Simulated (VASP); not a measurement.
# Rh (I4/mmm) in VASP: single point with r2SCAN

Aim: the single point of Rh with r2SCAN.

Everything below comes from runs of VASP 6.6.1. Logs are shortened: lines on timing, memory, paths and dates and some standing lists are left out, and cuts for length are marked.

## Step 1: The cell of the first run

It takes space group I4/mmm (No. 139, tetragonal). The conventional cell has a = 2.394 Å, b = 2.394 Å, c = 4.787 Å, α = 90.00°, β = 90.00°, γ = 90.00°. Within 3.2 Å of Rh (site symmetry 4/mmm) lie 12 Rh at 2.39 to 2.93 Å.

## Step 2: Single point, r2SCAN

File POSCAR:

```
Rh
1.0
    0.0000000000      1.6927493957      2.3935476455
    1.6927493957      0.0000000000      2.3935476455
    1.6927493957      1.6927493957      0.0000000000
Rh
1
Direct
    0.0000000000      0.0000000000      0.0000000000
```

File INCAR.step1:

```
PREC = Accurate ; ENCUT = 520
ISMEAR = 0 ; SIGMA = 0.15
LREAL = F ; LASPH = T
NELM = 100 ; NBANDS = 14
GGA = PE ; ALGO = Normal
EDIFF = 1E-4 ; LWAVE = T
LCHARG = F
```

File INCAR.step2:

```
PREC = Accurate ; ENCUT = 520
EDIFF = 1E-6 ; ISMEAR = 0
SIGMA = 0.15 ; LREAL = F
LASPH = T ; NELM = 100
ALGO = Normal ; ISIF = 2
LWAVE = F ; LCHARG = F
METAGGA = R2SCAN ; LMIXTAU = T
NBANDS = 14 ; ISTART = 1
```

File KPOINTS:

```
Automatic mesh
0
Gamma
  30 30 30
```

Potentials or basis: VASP PAW PBE potentials, release 64 (Rh_pv).

Run with:

```bash
cat potpaw_PBE.64/Rh_pv/POTCAR > POTCAR
cp INCAR.step1 INCAR
mpirun -np 1 vasp_std > vasp.out
cp INCAR.step2 INCAR
mpirun -np 1 vasp_std > vasp.out
```

OUTCAR:

```text
PREC = Accurate
   ENCUT = 520
   EDIFF = 1E-6
   ISMEAR = 0
   LREAL = F
   LASPH = T
   NELM = 100
   ISIF = 2
   METAGGA = R2SCAN
   ISTART = 1

 ion  position               nearest neighbor table
   1  0.000  0.000  0.000-

  LATTYP: Found a body centered tetragonal cell.
 ALAT       =     2.3939091531
 C/A-ratio  =     1.9996979772

  Lattice vectors:

 A1 = (  -1.6927493957,   0.0000000000,   2.3935476455)
 A2 = (   1.6927493957,   0.0000000000,   2.3935476455)
 A3 = (   0.0000000000,   1.6927493957,  -2.3935476455)

Analysis of symmetry for initial positions (statically):
=====================================================================
 Subroutine PRICEL returns:
 Original cell was already a primitive cell.

 Routine SETGRP: Setting up the symmetry group for a
 body centered tetragonal supercell.

 Subroutine GETGRP returns: Found 16 space group operations
 (whereof 16 operations were pure point group operations)
 out of a pool of 16 trial point group operations.

The static configuration has the point symmetry D_4h.

Analysis of symmetry for dynamics (positions and initial velocities):
=====================================================================
 Subroutine PRICEL returns:
 Original cell was already a primitive cell.

 Routine SETGRP: Setting up the symmetry group for a
 body centered tetragonal supercell.

 Subroutine GETGRP returns: Found 16 space group operations
 (whereof 16 operations were pure point group operations)
 out of a pool of 16 trial point group operations.

The dynamic configuration has the point symmetry D_4h.

 Subroutine INISYM returns: Found 16 space group operations
 (whereof 16 operations are pure point group operations),
 and found     1 'primitive' translations

----------------------------------------------------------------------------------------

                                     Primitive cell

  volume of cell :      13.7169

  direct lattice vectors                    reciprocal lattice vectors
     0.000000000  1.692749396  2.393547645    -0.295377450  0.295377450  0.208894943
     1.692749396  0.000000000  2.393547645     0.295377450 -0.295377450  0.208894943
     1.692749396  1.692749396  0.000000000     0.295377450  0.295377450 -0.208894943

  length of vectors
     2.931632796  2.931632796  2.393909153     0.467046864  0.467046864  0.467046864

  position of ions in fractional coordinates (direct lattice)
     0.000000000  0.000000000  0.000000000

  ion indices of the primitive-cell ions
   primitive index   ion index
                 1           1

----------------------------------------------------------------------------------------

 KPOINTS: Automatic mesh

Automatic generation of k-mesh.
 Grid dimensions read from file:
 generate k-points for:   30   30   30

 Generating k-lattice:

  Cartesian coordinates                     Fractional coordinates (reciprocal lattice)
    -0.009845915  0.009845915  0.006963165     0.033333333 -0.000000000  0.000000000
     0.009845915 -0.009845915  0.006963165    -0.000000000  0.033333333  0.000000000
     0.009845915  0.009845915 -0.006963165     0.000000000  0.000000000  0.033333333

  Length of vectors
     0.015568229  0.015568229  0.015568229

  Shift w.r.t. Gamma in fractional coordinates (k-lattice)
     0.000000000  0.000000000  0.000000000

 Subroutine IBZKPT returns following result:
 ===========================================

 Found   1992 irreducible k-points:

 Following reciprocal coordinates:
            Coordinates               Weight
  0.000000  0.000000  0.000000      1.000000
  0.033333  0.000000  0.000000      8.000000
  0.066667  0.000000  0.000000      8.000000
  0.100000 -0.000000  0.000000      8.000000
  0.133333  0.000000  0.000000      8.000000
  0.166667 -0.000000  0.000000      8.000000
[... 16 lines left out ...]
  0.233333  0.033333  0.000000      8.000000
  0.266667  0.033333  0.000000      8.000000
 [... further k-points ...]
   k-points           NKPTS =   1992   k-points in BZ     NKDIM =   1992   number of bands    NBANDS=     14
   number of dos      NEDOS =    301   number of ions     NIONS =      1
   total plane-waves  NPLWV =  10368
   dimension x,y,z NGX =    24 NGY =   24 NGZ =   18
   dimension x,y,z NGXF=    48 NGYF=   48 NGZF=   36
   ions per type =               1
   NGX,Y,Z   is equivalent  to a cutoff of  13.61, 13.61, 12.50 a.u.
   NGXF,Y,Z  is equivalent  to a cutoff of  27.22, 27.22, 25.00 a.u.
 SYSTEM =  unknown system
   PREC   = accura    normal or accurate (medium, high low for compatibility)
   ISTART =      1    job   : 0-new  1-cont  2-samecut
   ICHARG =      0    charge: 1-file 2-atom 10-const
   ISPIN  =      1    spin polarized calculation?
   LNONCOLLINEAR =      F non collinear calculations
   LSORBIT =      F    spin-orbit coupling
   LASPH  =      T    aspherical Exc in radial PAW
   ENCUT  =  520.0 eV  38.22 Ry    6.18 a.u.   5.45  5.45  4.45*2*pi/ulx,y,z
   NELM   =    100;   NELMIN=  2; NELMDL=  0     # of ELM steps
   EDIFF  = 0.1E-05   stopping-criterion for ELM
   LREAL  =      F    real-space projection
   EDIFFG = 0.1E-04   stopping-criterion for IOM
   NSW    =      0    number of steps for IOM
   IBRION =     -1    ionic relax: 0-MD 1-quasi-New 2-CG
   NFREE  =      0    steps in history (QN), initial steepest desc. (CG)
   ISIF   =      2    stress and relaxation
   ISYM   =      2    0-nonsym 1-usesym 2-fastsym
   POTIM  = 0.5000    time-step for ionic-motion
   TEBEG  =    0.0;   TEEND  =   0.0 temperature during run
   PSTRESS=    0.0 pullay stress
   NELECT =      15.0000    total number of electrons
   NUPDOWN=      -1.0000    fix difference up-down
   EMIN   =  10.00;   EMAX   =-10.00  energy-range for DOS
   EFERMI =   0.00;   METHOD = LEGACY
   ISMEAR =     0;   SIGMA  =   0.15  broadening in eV -4-tet -1-fermi 0-gaus
   EFERMI_NEDOS =   21; number of points for ismear=-14 and -15
   IALGO  =     38    algorithm
   IMIX   =      4    mixing-type and parameters
     AMIX     =   0.40;   BMIX     =  1.00
     AMIX_MAG =   1.60;   BMIX_MAG =  1.00
  volume/ion in A,a.u.               =      13.72        92.57
  Fermi-wavevector in a.u.,A,eV,Ry     =   1.686629  3.187266 38.704709  2.844716
  Thomas-Fermi vector in A             =   2.769259
   LORBIT       =      0    0 simple, 1 ext, 2 COOP (PROOUT), +10 PAW based schemes
   METAGGA = R2SCAN    functional components
   LHFCALC =     F    Hartree Fock is set to
   AEXX    =    0.0000 exact exchange contribution
   IVDW    =     0    specifies the selected vdW correction
   LEPSILON=     F    determine dielectric tensor
   LRPA    =     F    only Hartree local field effects (RPA)
 non-spin polarized calculation
 Gauss-broadening in eV      SIGMA  =   0.15
  energy-cutoff  :      520.00
  volume of cell :       13.72
 maximum number of plane-waves:       390
 NGX is ok and might be reduce to    24
   NGX = 11   NGY = 11   NGZ =  9

 number of electron      14.9999998 magnetization

 Free energy of the ion-electron system (eV)
  ---------------------------------------------------
  ext. energy  EPLUGINS =         0.00000000
  ---------------------------------------------------
  free energy    TOTEN  =       -23.39075824 eV

  energy without entropy =      -23.37347108  energy(sigma->0) =      -23.38211466

 E-fermi :  11.8024     XC(G=0): -15.1062

 val. band max:       11.8014613313   @ k =   0.4667   0.1000   0.2333
 cond. band min:      11.8025676624   @ k =  -0.3667  -0.0000   0.0333
 fundamental gap:      0.0011063311
 Fermi energy:        11.8024481036

 k-point     1 :       0.0000    0.0000    0.0000
  band No.  band energies     occupation
      1     -35.9456      2.00000
      2     -35.7417      2.00000
      3     -35.7417      2.00000
      4       3.7296      2.00000
      5       5.9593      2.00000
      6       7.8493      2.00000
      7      10.6628      2.00000
      8      10.6628      2.00000
      9      12.8725      0.00000
     10      28.3127      0.00000
     11      29.6683      0.00000
     12      30.5245      0.00000
     13      37.7274      0.00000
     14      37.7274      0.00000

 k-point     2 :       0.0333    0.0000    0.0000
  band No.  band energies     occupation
      1     -35.9465      2.00000
      2     -35.7566      2.00000
      3     -35.7408      2.00000
      4       3.7799      2.00000
      5       5.9893      2.00000
      6       7.8669      2.00000
      7      10.6133      2.00000
      8      10.6765      2.00000
      9      12.8384      0.00000
     10      28.3728      0.00000
     11      29.6680      0.00000
     12      30.5766      0.00000
     13      37.2110      0.00000
     14      37.8094      0.00000

 k-point     3 :       0.0667    0.0000    0.0000
  band No.  band energies     occupation
      1     -35.9491      2.00000
      2     -35.8002      2.00000
      3     -35.7382      2.00000
      4       3.9271      2.00000
      5       6.0783      2.00000
      6       7.9199      2.00000
      7      10.4734      2.00000
      8      10.7169      2.00000
      9      12.7390      0.00000
     10      28.5389      0.00000
     11      29.6680      0.00000
     12      30.7233      0.00000
     13      36.2394      0.00000
     14      38.0490      0.00000
[... 324 lines left out ...]
 k-point    23 :       0.2333    0.0333    0.0000
  band No.  band energies     occupation
      1     -36.2198      2.00000
      2     -35.9824      2.00000
      3     -35.7174      2.00000
      4       5.2613      2.00000
      5       6.9129      2.00000
      6       8.2319      2.00000
      7      10.1207      2.00000
      8      11.1247      2.00000
      9      11.9765      0.10081
     10      28.6567      0.00000
     11      29.6612      0.00000
     12      29.8756      0.00000
     13      34.0105      0.00000
     14      36.2429      0.00000

 k-point    24 :       0.2667    0.0333    0.0000
  band No.  band energies     occupation
      1     -36.3523      2.00000
      2     -35.9906      2.00000
      3     -35.7092      2.00000
      4       5.5028      2.00000
      5       7.0954      2.00000
      6       8.5043      2.00000
      7      10.2847      2.00000
      8      11.1383      2.00000
      9      11.8362      0.74997
     10      28.3520      0.00000
     11      28.6953      0.00000
     12      29.6701      0.00000
     13      34.2715      0.00000
     14      36.3962      0.00000

 [... further k-points ...]
[... 5 lines left out ...]
  --------------------------------------------------------------------------------------
  -------------------------------------------------------------------------------------
  Total        4.1254240      4.1254240     -1.9654019      0.0000000      0.0000000     -0.0000000
  in kB      481.8609824    481.8609824   -229.5644045      0.0000000      0.0000000     -0.0000000
  external PRESSURE =     244.7191868 kB  Pullay stress =       0.0000000 kB

 VOLUME and BASIS-vectors are now :
 -----------------------------------------------------------------------------
  energy-cutoff  :      520.00
  volume of cell :       13.72
      direct lattice vectors                 reciprocal lattice vectors
     0.000000000  1.692749396  2.393547645    -0.295377450  0.295377450  0.208894943
     1.692749396  0.000000000  2.393547645     0.295377450 -0.295377450  0.208894943
     1.692749396  1.692749396  0.000000000     0.295377450  0.295377450 -0.208894943

 POSITION                                       TOTAL-FORCE (eV/Angst)
 -----------------------------------------------------------------------------------
      0.00000      0.00000      0.00000         0.000000     -0.000000      0.000000
 -----------------------------------------------------------------------------------
    total drift:                               -0.000000     -0.000000     -0.000000

  FREE ENERGIE OF THE ION-ELECTRON SYSTEM (eV)
  ---------------------------------------------------
  free  energy   TOTEN  =       -23.3907582416 eV

  energy  without entropy=      -23.3734710834  energy(sigma->0) =      -23.38211466
```

Run time: 12 min. Hardware: 1 thread of AMD EPYC 9R45 (Zen 5), shared host; peak memory 0.41 GiB.

Results:

```yaml
Free_energy: -23.3908 eV
Pressure: 24.5 GPa
Band_gap_on_the_k_mesh: zero (an odd number of electrons rules out a gap without spin polarisation)
```

Levels at points of the mesh, in eV from the Fermi level:
```csv
k point,band 5,band 6,band 7,band 8,band 9,band 10
"(0.00, 0.00, 0.00)",-5.84,-3.95,-1.14,-1.14,1.07,16.51
"(0.50, 0.00, 0.00)",-4.89,-1.69,0.43,0.75,1.36,10.05
"(0.50, 0.50, 0.00)",-6.56,-0.36,0.85,0.85,1.34,6.96
"(0.50, 0.00, 0.50)",-5.50,-1.28,0.01,3.27,6.60,11.67
```

Caveat: the stress differs along the axes, from -23 to 48 GPa; the PAW data sets were made with another functional, which shifts forces and pressure a little.
